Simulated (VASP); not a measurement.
Input of a VASP 6.6.1 run:

The input INCAR:

```
SYSTEM = Ga7N5
ALGO = Normal
EDIFF = 1E-6
EDIFFG = -0.025
ENCUT = 520
GGA = PE
IBRION = 2
ISIF = 2
ISMEAR = 0
LASPH = .True.
LCHARG = .False.
LREAL = .False.
LWAVE = .False.
NELECT = 118.0
NELM = 60
NSW = 65
PREC = Accurate
SIGMA = 0.01
```

Contents of KPOINTS:

```
k-points
0
Gamma
  3 3 3
  0 0 0
```

The input POSCAR:

```
Ga7N5
1.0
    0.0000000000      0.0000000000      5.2431684262
    4.8275562260     -2.7871908866      0.0000000000
   -0.0000000001      5.5743817732      0.0000000000
Ga N
7 5
Direct
    0.4186834463      0.3333333333      0.3333333333
    0.5154691657      0.0000000000      0.6666666667
    0.5154691657      0.6666666667      1.0000000000
    1.0176191437     -0.0438135524      0.3333333333
    1.0176191437      0.7104802191      0.7104802191
    1.0176191437      0.3333333333      0.9561864476
    0.8548178163      0.3333333333      0.3333333333
    0.8774197083      0.0000000000      0.6666666667
    0.8774197083      0.6666666667      1.0000000000
    0.3792878528     -0.0316463678      0.3333333333
    0.3792878528      0.6983130344      0.6983130344
    0.3792878528      0.3333333333      0.9683536322
```

Potentials or basis: VASP PAW PBE potentials, release 64 (Ga_d, N).

Run with:

```console
$ cat potpaw_PBE.64/Ga_d/POTCAR potpaw_PBE.64/N/POTCAR > POTCAR
$ mpirun -np 1 vasp_std > vasp.out
```

**Question.** Predict the energy gained by relaxing.

**Answer.** 8.7 meV/atom.

Final structure:
```
Ga N
1.0
     0.00000    0.00000    5.24317
     4.82756   -2.78719    0.00000
     0.00000    5.57438    0.00000
Ga N
7 5
Direct
  0.42114 0.33333 0.33333
  0.51949 0.00000 0.66667
  0.51949 0.66667 0.00000
  0.01159 0.96143 0.33333
  0.01159 0.70523 0.70523
  0.01159 0.33333 0.96143
  0.85979 0.33333 0.33333
  0.87954 0.00000 0.66667
  0.87954 0.66667 0.00000
  0.37874 0.96377 0.33333
  0.37874 0.70290 0.70290
  0.37874 0.33333 0.96377
```

Caveat: the k points lie up to 0.43 Å⁻¹ apart; the cell carries a net charge on a neutralising background, which shifts energy and pressure.
